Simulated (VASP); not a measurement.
Set up this calculation in VASP 6.6.1, as the native input.

```
Task                   : single point
Functional             : PBEsol
Potentials or basis    : VASP PAW PBE potentials, release 64 (Cu)
Cutoff                 : 520 eV
k mesh                 : 22 × 22 × 22
Occupations            : gaussian, width 0.15 eV
Spin                   : no spin polarisation
Dipole correction      : no
Further INCAR settings : ALGO = Normal; EDIFF = 1e-07; NBANDS = 12
```

The structure of Cu lies in POSCAR:

```
Cu
1.0
    0.0000000000      1.8978750000      1.8075000000
    1.8978750000      0.0000000000      1.8075000000
    1.8978750000      1.8978750000      0.0000000000
Cu
1
Direct
    0.0000000000      0.0000000000      0.0000000000
```

This cell differs from its parent crystal: strain +0.050 along x and y, +0.000 along z.

One way to write it, as run:

INCAR

```
PREC     = Accurate       # precision mode
ENCUT    = 520            # plane-wave cutoff, eV
EDIFF    = 1E-7           # SCF threshold, eV
ISMEAR   = 0              # smearing method
SIGMA    = 0.15           # smearing width, eV
LREAL    = F              # projectors in reciprocal space
LASPH    = T              # aspherical terms in the spheres
NELM     = 100            # most SCF steps
ALGO     = Normal         # electronic algorithm
ISIF     = 2              # what is computed and relaxed
LWAVE    = F              # write WAVECAR
LCHARG   = F              # write CHGCAR
GGA      = PS             # functional
NBANDS   = 12             # bands
```

KPOINTS

```
Automatic mesh
0
Gamma
  22 22 22
```

Potentials or basis: VASP PAW PBE potentials, release 64 (Cu).

Run with:

```bash
$ cat potpaw_PBE.64/Cu/POTCAR > POTCAR
$ mpirun -np 1 vasp_std > vasp.out
```

It gave:

```yaml
Pressure: -15.9 GPa
```

Caveat: the cell differs from its parent crystal (strain +0.050 along x and y, +0.000 along z); the PAW data sets were made with another functional, which shifts forces and pressure a little.

It took 71 s on 1 thread of Intel(R) Xeon(R) Platinum 8488C (Sapphire Rapids), with other jobs on the host, peak memory 0.23 GiB.
